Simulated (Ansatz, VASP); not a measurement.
# In: VASP beside Ansatz

```
In
1.0
     2.68032    0.00000    0.00000
     0.00000    2.75429    0.00000
     0.00000    0.00000    3.47389
In
1
Direct
  0.50000 0.00000 0.50000
```

Alike in both runs: task single point; functional PBE; k mesh 6 × 6 × 6; occupations gaussian, width 0.1 eV; no spin polarisation.

|  | VASP | Ansatz |
| --- | --- | --- |
| version | VASP 6.6.1 | Ansatz 0.2.0 |
| potentials or method | VASP PAW PBE potentials, release 64 (In_d), cutoff 520 eV | scalar-relativistic, plane waves, PAW |
| valence electrons in the cell | 13 | 13 |

Ansatz gave:

```
gap on the k mesh at the Fermi level (eV)                     : none
pressure (GPa)                                                : 13.7
traceless stress, the component that is largest in VASP (GPa) : -15.51
```

Problem. Which values does VASP return?

Solution. gap on the k mesh at the Fermi level (eV): none; pressure (GPa): 13.7; traceless stress, the component that is largest in VASP (GPa): -15.50.

A gap of «none» marks a metal or a gap that the smearing closes. With one functional, cell and mesh, what is left measures potentials, basis and numerics.

The k mesh is coarse, so the values compare programs but aren't converged.
